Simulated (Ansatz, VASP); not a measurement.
## One calculation of BeTe, two programs

File INCAR:

```
  ALGO = Normal
  EDIFF = 1E-6
  ENCUT = 600
  GGA = PS
  GGA_COMPAT = False
  ISIF = 2
  ISMEAR = 0
  LASPH = True
  LCHARG = False
  LREAL = False
  LWAVE = False
  NBANDS = 11
  NELM = 120
  PREC = Accurate
  SIGMA = 0.05
```

KPOINTS

```
k-points
0
Gamma
  8 8 8
```

File POSCAR:

```
BeTe
1.0
    0.0000000000      2.7700007385      2.7700007385
    2.7700007385      0.0000000000      2.7700007385
    2.7700007385      2.7700007385      0.0000000000
Be Te
1 1
Direct
    0.0000000000      0.0000000000      0.0000000000
    0.7500000000      0.7500000000      0.7500000000
```

Input for Ansatz:

```yaml
crystal:
  lattice:
    - [0.0, 2.7700007385, 2.7700007385]
    - [2.7700007385, 0.0, 2.7700007385]
    - [2.7700007385, 2.7700007385, 0.0]
  atoms:
    - { symbol: Be, position: [0.0, 0.0, 0.0] }
    - { symbol: Te, position: [0.75, 0.75, 0.75] }
basis:
  ecutwfc: 420
  ecutrho_ratio: 4
kpoints:
  mp_grid: { grid: [8, 8, 8] }
hamiltonian:
  xc: pbesol
scf:
  occupations: { method: gaussian, width: 0.05 }
output:
  forces: true
  stress: true
  eigenvalues: true
```

Alike in both runs: task single point; functional PBEsol; k mesh 8 × 8 × 8; occupations gaussian, width 0.05 eV; no spin polarisation.

|  | VASP | Ansatz |
| --- | --- | --- |
| version | VASP 6.6.1 | Ansatz 0.2.0 |
| potentials or method | VASP PAW PBE potentials, release 64 (Be, Te), cutoff 600 eV | scalar-relativistic, plane waves, PAW |
| valence electrons in the cell | 8 | 18 |

```csv
,VASP,Ansatz,Ansatz less VASP
gap on the k mesh at the Fermi level (eV),1.73,1.75,+0.020
least direct gap on the mesh (eV),3.55,3.58,+0.023
pressure (GPa),2.5,2.3,-0.29
```

VASP's potentials were made for PBE, not for PBEsol. VASP's potentials hold 8 valence electrons a cell and Ansatz's 18, so a difference there can come from the potentials and not from the codes.

Spin-orbit coupling is off throughout.
